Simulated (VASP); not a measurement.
Set up this calculation in VASP 6.6.1, as the native input.

| Quantity | Value |
| --- | --- |
| Task | relaxation of cell and atoms |
| Functional | LDA |
| Potentials or basis | VASP PAW LDA potentials, release 64 (Tc_pv) |
| Cutoff | 500 eV |
| k mesh | 14 × 14 × 14 |
| Occupations | fermi-dirac, width 0.05 eV |
| Spin | no spin polarisation |
| Dipole correction | no |
| Further INCAR settings | ALGO = Normal; EDIFF = 1e-07; IBRION = 2; EDIFFG = -0.01; NSW = 80; ISIF = 3 |

The structure of Tc lies in POSCAR:

```
Tc
1.0
    0.0000000000      2.6500000000      2.6500000000
    2.6500000000      0.0000000000      2.6500000000
    2.6500000000      2.6500000000      0.0000000000
Tc
2
Direct
    1.0000000000      1.0000000000      1.0000000000
    0.2500000000      0.2500000000      0.2500000000
```

This isn't the form of Tc at room conditions, which is hcp.

These files were run (other wordings do the same):

INCAR

```
SYSTEM = Tc
  PREC = Accurate
  ENCUT = 500
  EDIFF = 1E-7
  ISMEAR = -1
  SIGMA = 0.05
  LREAL = .False.
  LASPH = .True.
  NELM = 120
  ALGO = Normal
  ISIF = 3
  LWAVE = .False.
  LCHARG = .False.
  IBRION = 2
  NSW = 80
  EDIFFG = -0.01
  GGA_COMPAT = .False.
  NELMIN = 4
```

KPOINTS

```
Automatic mesh
0
Gamma
  14 14 14
  0 0 0
```

Potentials or basis: VASP PAW LDA potentials, release 64 (Tc_pv).

Run with:

```console
$ cat potpaw_LDA.64/Tc_pv/POTCAR > POTCAR
$ mpirun -np 1 vasp_std > vasp.out
```

It gave:

```json
{
 "Relaxed volume": "20.11 Å³/atom",
 "Relaxed cell": "a = 3.846 Å, b = 3.846 Å, c = 3.846 Å, α = 60.00°, β = 60.00°, γ = 60.00°",
 "Space group after relaxing (to 0.1 Å)": "Fd-3m (No. 227)",
 "Energy gained by relaxing": "71.4 meV/atom",
 "Ionic steps": "16",
 "Pressure after relaxing": "0.1 GPa",
 "Band gap on the k mesh": "zero (bands 13 and 14 overlap by 1.00 eV)"
}
```

Wall time 3.5 min on 1 thread of Intel(R) Xeon(R) Platinum 8488C (Sapphire Rapids), with other jobs on the host, peak memory 0.18 GiB.
